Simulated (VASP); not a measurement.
# Al (a cell with a defect) in VASP: single point with PBE

Aim: the single point of Al (a cell with a defect) with PBE.

All numbers are computed with VASP 6.6.1; they aren't measurements. Logs are shortened: lines on timing, memory, paths and dates and some standing lists are left out, and cuts for length are marked.

## 1. The cell of the first run

The cell holds a defect, 33 atoms: a = 8.100 Å, b = 8.100 Å, c = 8.100 Å, α = 90.00°, β = 90.00°, γ = 90.00°.

## 2. Single point, PBE

The input, INCAR:

```
  PREC = Accurate
  ENCUT = 520
  EDIFF = 1E-6
  ISMEAR = -1
  SIGMA = 0.1
  LREAL = Auto
  LASPH = T
  NELM = 100
  ALGO = Normal
  ISIF = 2
  LWAVE = F
  LCHARG = F
  GGA = PE
  NBANDS = 72
```

The input, KPOINTS:

```
Automatic mesh
0
Gamma
  3 3 3
```

The input, POSCAR:

```
Al
1.0
    8.1000000000      0.0000000000      0.0000000000
    0.0000000000      8.1000000000      0.0000000000
    0.0000000000      0.0000000000      8.1000000000
Al
33
Direct
    0.5051244444     -0.0072367901     -0.0039581481
    0.7499639506      0.2487028395     -0.0061198765
    0.7499687654     -0.0032927160      0.2509639506
   -0.0051983951     -0.0072669136     -0.0039528395
    0.2499611111      0.2278913580     -0.0288725926
    0.4878717284      0.4938311111      0.0132943210
    0.7499498765      0.7367092593     -0.0087387654
    0.2499364198     -0.0021549383      0.2509920988
    0.5291096296      0.2284492593      0.2512383951
    0.7499565432      0.4895745679      0.2513811111
    0.5043969136     -0.0078364198      0.5055834568
    0.7499649383      0.2483988889      0.5077518519
    0.7499618519     -0.0059635802      0.7506480247
    0.0120533333      0.4938302469      0.0132919753
    0.2499816049      0.7567466667     -0.0368267901
   -0.0291339506      0.2284476543      0.2512397531
    0.2499371605      0.6546701235      0.2533628395
    0.5400765432      0.7557191358      0.2505358025
   -0.0044661728     -0.0078500000      0.5055864198
    0.2499556790      0.2295712346      0.5297129630
    0.4873254321      0.4944466667      0.4887567901
    0.7499570370      0.7371883951      0.5106307407
    0.2499709877     -0.0031851852      0.7506793827
    0.5068592593      0.2486180247      0.7505359259
    0.7499528395      0.4916975309      0.7504586420
   -0.0401776543      0.7557209877      0.2505450617
    0.0125881481      0.4944903704      0.4887737037
    0.2499740741      0.7554850617      0.5427876543
   -0.0069509877      0.2486107407      0.7505317284
    0.2499769136      0.4900288889      0.7522624691
    0.5093518519      0.7369725926      0.7517738272
   -0.0094218519      0.7369796296      0.7517620988
    0.2500025926      0.3606355556      0.2494790123
```

Potentials or basis: VASP PAW PBE potentials, release 64 (Al).

Command:

```sh
$ cat potpaw_PBE.64/Al/POTCAR > POTCAR
$ mpirun -np 1 vasp_std > vasp.out
```

OUTCAR:

```text
PREC = Accurate
   ENCUT = 520
   EDIFF = 1E-6
   ISMEAR = -1
   LREAL = Auto
   LASPH = T
   NELM = 100
   ISIF = 2
   GGA = PE

 ion  position               nearest neighbor table
   1  0.505  0.993  0.996-  13 2.81   5 2.82   9 2.82  15 2.83  18 2.83   3 2.86  31 2.87  23 2.87
                             2 2.87   7 2.87  24 2.87   8 2.92
   2  0.750  0.249  0.994-   9 2.75  16 2.75  25 2.79  29 2.79  24 2.79  13 2.85  10 2.86   1 2.87
                             4 2.87  14 2.91   6 2.91   3 2.92
   3  0.750  0.997  0.251-  26 2.59  18 2.59   9 2.59  16 2.59   4 2.86   1 2.86  19 2.87  11 2.87
                            12 2.91   2 2.92  22 2.97   7 2.98
   4  0.995  0.993  0.996-  13 2.81   5 2.82  16 2.82  15 2.83  26 2.83   3 2.86  32 2.86  23 2.87
                             2 2.87   7 2.87  29 2.87   8 2.92
   5  0.250  0.228  0.971-  33 2.50  23 2.59  24 2.75  29 2.75  30 2.77   1 2.82   4 2.82  14 2.91
                             6 2.91   8 2.93  16 3.20   9 3.20
   6  0.488  0.494  0.013-  30 2.86  10 2.87  18 2.89  31 2.90   7 2.90  15 2.90   9 2.91   5 2.91
                             2 2.91  24 2.92  33 2.92  25 3.01  17 3.03
   7  0.750  0.737  0.991-  18 2.71  26 2.71  31 2.75  32 2.75  25 2.78  13 2.85   4 2.87   1 2.87
                             6 2.90  14 2.90  10 2.91   3 2.98
   8  0.250  0.998  0.251-  17 2.78  19 2.92  11 2.92   4 2.92   1 2.92  16 2.93   9 2.93   5 2.93
                            20 2.94  33 2.94  15 3.04  26 3.06  18 3.06  28 3.07
   9  0.529  0.228  0.251-  33 2.50   3 2.59  12 2.75   2 2.75  10 2.77  11 2.82   1 2.82   6 2.91
                            21 2.91   8 2.93  20 3.19   5 3.20
  10  0.750  0.490  0.251-  26 2.75  18 2.75   9 2.77  16 2.77  12 2.85   2 2.86  21 2.87  27 2.87
                             6 2.87  14 2.87  22 2.90   7 2.91
  11  0.504  0.992  0.506-  13 2.81   9 2.82  20 2.83  28 2.83  18 2.83  23 2.86   3 2.87  22 2.87
                            31 2.87  24 2.87  12 2.87   8 2.92
  12  0.750  0.248  0.508-   9 2.75  16 2.75  29 2.78  24 2.78  25 2.78  13 2.85  10 2.85  11 2.87
                            19 2.87   3 2.91  21 2.92  27 2.92
  13  0.750  0.994  0.751-   1 2.81   4 2.81  11 2.81  19 2.81  22 2.85  12 2.85  29 2.85  24 2.85
                            32 2.85  31 2.85   2 2.85   7 2.85
  14  0.012  0.494  0.013-  30 2.86  10 2.87  26 2.89  32 2.90   7 2.90  15 2.90  16 2.91   5 2.91
                             2 2.91  29 2.92  33 2.92  25 3.01  17 3.03
  15  0.250  0.757  0.963-  17 2.49  23 2.60  31 2.72  32 2.72  30 2.75   1 2.83   4 2.83   6 2.90
                            14 2.90   8 3.04  18 3.31  26 3.31
  16  0.971  0.228  0.251-  33 2.50   3 2.59  12 2.75   2 2.75  10 2.77  19 2.82   4 2.82  14 2.91
                            27 2.91   8 2.93  20 3.19   5 3.20
  17  0.250  0.655  0.253-  33 2.38  28 2.48  26 2.49  18 2.49  15 2.49   8 2.78  27 3.00  21 3.00
[... 19 lines left out ...]
  27  0.013  0.494  0.489-  10 2.87  30 2.87  28 2.89  26 2.90  20 2.90  22 2.90  32 2.90  16 2.91
                            29 2.91  12 2.92  33 2.94  17 3.00  25 3.00
  28  0.250  0.755  0.543-  17 2.48  23 2.58  31 2.70  32 2.70  30 2.74  11 2.83  19 2.83  27 2.89
                            21 2.89   8 3.07  18 3.34  26 3.34
  29  0.993  0.249  0.751-   5 2.75  20 2.75  12 2.78  25 2.78   2 2.79  13 2.85  30 2.86   4 2.87
                            19 2.87  27 2.91  23 2.91  14 2.92
  30  0.250  0.490  0.752-  28 2.74  15 2.75   5 2.77  20 2.77  24 2.86  29 2.86   6 2.86  14 2.86
                            21 2.87  27 2.87  31 2.90  32 2.90
  31  0.509  0.737  0.752-  28 2.70  15 2.72   7 2.75  22 2.76  25 2.78  13 2.85   1 2.87  11 2.87
                             6 2.90  30 2.90  21 2.90  23 2.97
  32  0.991  0.737  0.752-  28 2.70  15 2.72   7 2.75  22 2.76  25 2.78  13 2.85   4 2.86  19 2.87
                            14 2.90  30 2.90  27 2.90  23 2.97
  33  0.250  0.361  0.249-  17 2.38   5 2.50   9 2.50  16 2.50  20 2.51   6 2.92  14 2.92  21 2.94
                            27 2.94   8 2.94

  LATTYP: Found a simple cubic cell.
 ALAT       =     8.1000000000

  Lattice vectors:

 A1 = (   8.1000000000,   0.0000000000,   0.0000000000)
 A2 = (   0.0000000000,   8.1000000000,   0.0000000000)
 A3 = (   0.0000000000,   0.0000000000,   8.1000000000)

Analysis of symmetry for initial positions (statically):
=====================================================================
 Subroutine PRICEL returns:
 Original cell was already a primitive cell.

 Routine SETGRP: Setting up the symmetry group for a
 simple cubic supercell.

 Subroutine GETGRP returns: Found  1 space group operations
 (whereof  1 operations were pure point group operations)
 out of a pool of 48 trial point group operations.

The static configuration has the point symmetry C_1 .

Analysis of symmetry for dynamics (positions and initial velocities):
=====================================================================
 Subroutine PRICEL returns:
 Original cell was already a primitive cell.

 Routine SETGRP: Setting up the symmetry group for a
 simple cubic supercell.

 Subroutine GETGRP returns: Found  1 space group operations
 (whereof  1 operations were pure point group operations)
[... 118 lines left out ...]

 Following reciprocal coordinates:
            Coordinates               Weight
  0.000000  0.000000  0.000000      1.000000
  0.333333  0.000000  0.000000      2.000000
  0.000000  0.333333  0.000000      2.000000
  0.000000  0.000000  0.333333      2.000000
  0.333333  0.333333  0.000000      2.000000
  0.000000  0.333333  0.333333      2.000000
  0.333333  0.000000  0.333333      2.000000
 -0.333333  0.333333  0.000000      2.000000
 -0.333333  0.000000  0.333333      2.000000
  0.000000 -0.333333  0.333333      2.000000
  0.333333  0.333333  0.333333      2.000000
 -0.333333  0.333333  0.333333      2.000000
 -0.333333 -0.333333  0.333333      2.000000
  0.333333 -0.333333  0.333333      2.000000
   k-points           NKPTS =     14   k-points in BZ     NKDIM =     14   number of bands    NBANDS=     72
   number of dos      NEDOS =    301   number of ions     NIONS =     33
   total plane-waves  NPLWV = 216000
   dimension x,y,z NGX =    60 NGY =   60 NGZ =   60
   dimension x,y,z NGXF=   120 NGYF=  120 NGZF=  120
   ions per type =              33
   NGX,Y,Z   is equivalent  to a cutoff of  12.31, 12.31, 12.31 a.u.
   NGXF,Y,Z  is equivalent  to a cutoff of  24.63, 24.63, 24.63 a.u.
 SYSTEM =  unknown system
   PREC   = accura    normal or accurate (medium, high low for compatibility)
   ISTART =      0    job   : 0-new  1-cont  2-samecut
   ICHARG =      2    charge: 1-file 2-atom 10-const
   ISPIN  =      1    spin polarized calculation?
   LNONCOLLINEAR =      F non collinear calculations
   LSORBIT =      F    spin-orbit coupling
   LASPH  =      T    aspherical Exc in radial PAW
   ENCUT  =  520.0 eV  38.22 Ry    6.18 a.u.  15.06 15.06 15.06*2*pi/ulx,y,z
   NELM   =    100;   NELMIN=  2; NELMDL= -5     # of ELM steps
   EDIFF  = 0.1E-05   stopping-criterion for ELM
   LREAL  =      T    real-space projection
   EDIFFG = 0.1E-04   stopping-criterion for IOM
   NSW    =      0    number of steps for IOM
   IBRION =     -1    ionic relax: 0-MD 1-quasi-New 2-CG
   NFREE  =      0    steps in history (QN), initial steepest desc. (CG)
   ISIF   =      2    stress and relaxation
   ISYM   =      2    0-nonsym 1-usesym 2-fastsym
   POTIM  = 0.5000    time-step for ionic-motion
   TEBEG  =    0.0;   TEEND  =   0.0 temperature during run
   PSTRESS=    0.0 pullay stress
   NELECT =      99.0000    total number of electrons
   NUPDOWN=      -1.0000    fix difference up-down
   EMIN   =  10.00;   EMAX   =-10.00  energy-range for DOS
   EFERMI =   0.00;   METHOD = LEGACY
   ISMEAR =    -1;   SIGMA  =   0.10  broadening in eV -4-tet -1-fermi 0-gaus
   EFERMI_NEDOS =   21; number of points for ismear=-14 and -15
   IALGO  =     38    algorithm
   IMIX   =      4    mixing-type and parameters
     AMIX     =   0.40;   BMIX     =  1.00
     AMIX_MAG =   1.60;   BMIX_MAG =  1.00
  volume/ion in A,a.u.               =      16.10       108.68
  Fermi-wavevector in a.u.,A,eV,Ry     =   0.934978  1.766853 11.894002  0.874184
  Thomas-Fermi vector in A             =   2.061839
   LORBIT       =      0    0 simple, 1 ext, 2 COOP (PROOUT), +10 PAW based schemes
   GGA     = PE    functional components
   LHFCALC =     F    Hartree Fock is set to
   AEXX    =    0.0000 exact exchange contribution
   IVDW    =     0    specifies the selected vdW correction
   LEPSILON=     F    determine dielectric tensor
   LRPA    =     F    only Hartree local field effects (RPA)
 non-spin polarized calculation
  energy-cutoff  :      520.00
  volume of cell :      531.44
 maximum number of plane-waves:     14358
   NGX = 31   NGY = 31   NGZ = 31

 number of electron      99.0000000 magnetization

 Free energy of the ion-electron system (eV)
  ---------------------------------------------------
  ext. energy  EPLUGINS =         0.00000000
  ---------------------------------------------------
  free energy    TOTEN  =      -121.60630447 eV

  energy without entropy =     -121.36171136  energy(sigma->0) =     -121.48400791

 E-fermi :   8.2719     XC(G=0): -10.2740

 val. band max:        8.2576122633   @ k =   0.3333   0.0000   0.3333
 cond. band min:       8.3008362224   @ k =   0.0000  -0.3333   0.3333
 fundamental gap:      0.0432239591
 Fermi energy:         8.2718613270

 k-point     1 :       0.0000    0.0000    0.0000
  band No.  band energies     occupation
      1      -3.0773      2.00000
      2      -1.0788      2.00000
      3      -0.9849      2.00000
      4      -0.9042      2.00000
      5      -0.6957      2.00000
      6      -0.6952      2.00000
[... 885 lines left out ...]
     60       9.8536      0.00000
     61       9.8921      0.00000
 [bands above 61 left out]

------------------------ aborting loop because EDIFF is reached ----------------------------------------

  FORCE on cell =-STRESS in cart. coord.  units (eV):
  Direction    XX          YY          ZZ          XY          YZ          ZX
  --------------------------------------------------------------------------------------
  -------------------------------------------------------------------------------------
  Total       14.9301421     17.1743522     14.9485461     -0.0021450      0.1367642     -0.0017483
  in kB       45.0110836     51.7768816     45.0665676     -0.0064667      0.4123138     -0.0052706
  external PRESSURE =      47.2848442 kB  Pullay stress =       0.0000000 kB

 VOLUME and BASIS-vectors are now :
 -----------------------------------------------------------------------------
  energy-cutoff  :      520.00
  volume of cell :      531.44
      direct lattice vectors                 reciprocal lattice vectors
     8.100000000  0.000000000  0.000000000     0.123456790  0.000000000  0.000000000
     0.000000000  8.100000000  0.000000000     0.000000000  0.123456790  0.000000000
     0.000000000  0.000000000  8.100000000     0.000000000  0.000000000  0.123456790

 POSITION                                       TOTAL-FORCE (eV/Angst)
 -----------------------------------------------------------------------------------
      4.09151      8.04138      8.06794        -0.000914      0.000196      0.000707
      6.07471      2.01449      8.05043         0.000727     -0.002944      0.000728
      6.07475      8.07333      2.03281         0.000210      0.001015     -0.000270
      8.05789      8.04114      8.06798         0.000726      0.001119      0.000050
      2.02468      1.84592      7.86613        -0.000151      0.017084      0.015358
      3.95176      4.00003      0.10768         0.002538     -0.000484     -0.000302
[... 25 lines left out ...]
      8.02368      5.96953      6.08927        -0.011091     -0.000300     -0.003890
      2.02502      2.92115      2.02078        -0.000977      0.025643      0.014971
 -----------------------------------------------------------------------------------
    total drift:                               -0.001679     -0.012574      0.000018

  FREE ENERGIE OF THE ION-ELECTRON SYSTEM (eV)
  ---------------------------------------------------
  free  energy   TOTEN  =      -121.6063044668 eV

  energy  without entropy=     -121.3617113596  energy(sigma->0) =     -121.48400791
```

It took 4.2 min on 1 thread of AMD EPYC 9R45 (Zen 5), shared host; peak memory 0.61 GiB.

Results:

```
Free energy            : -121.6063 eV
Pressure               : 4.7 GPa
Largest force          : 0.030 eV/Å
Band gap on the k mesh : zero (an odd number of electrons rules out a gap without spin polarisation)
```

Forces on the atoms (eV/Å):
```
Al  -0.001  0.000  0.001
Al   0.001 -0.003  0.001
Al   0.000  0.001  0.000
Al   0.001  0.001  0.000
Al   0.000  0.017  0.015
Al   0.003  0.000  0.000
Al   0.000  0.003 -0.002
Al   0.001  0.004  0.005
Al  -0.005  0.009 -0.003
Al   0.001 -0.011 -0.001
Al   0.002  0.005  0.002
Al   0.000 -0.004  0.005
Al   0.000  0.008  0.005
Al  -0.003 -0.001  0.000
Al  -0.001 -0.013 -0.026
Al   0.004  0.009 -0.003
Al   0.000  0.012 -0.017
Al   0.003 -0.006 -0.004
Al  -0.002  0.005  0.001
Al   0.000 -0.009 -0.005
Al   0.013 -0.007  0.007
Al   0.000  0.002  0.007
Al   0.000  0.002  0.004
Al   0.006 -0.004  0.002
Al   0.000 -0.005  0.010
Al  -0.003 -0.006 -0.004
Al  -0.012 -0.009  0.007
Al   0.000 -0.004 -0.004
Al  -0.005 -0.004  0.002
Al  -0.001 -0.016 -0.010
Al   0.011  0.001 -0.005
Al  -0.011  0.000 -0.004
Al  -0.001  0.026  0.015
```

Stress tensor (GPa, compression positive):
```
4.50 0.00 0.00
0.00 5.18 0.04
0.00 0.04 4.51
```

Levels at points of the mesh, in eV from the Fermi level:
| k point | band 47 | band 48 | band 49 | band 50 | band 51 | band 52 |
| --- | --- | --- | --- | --- | --- | --- |
| (0.00, 0.00, 0.00) | -0.42 | -0.24 | 0.11 | 0.19 | 0.19 | 0.27 |

The gap in the log of VASP goes by the Fermi energy; the results here count the filled bands.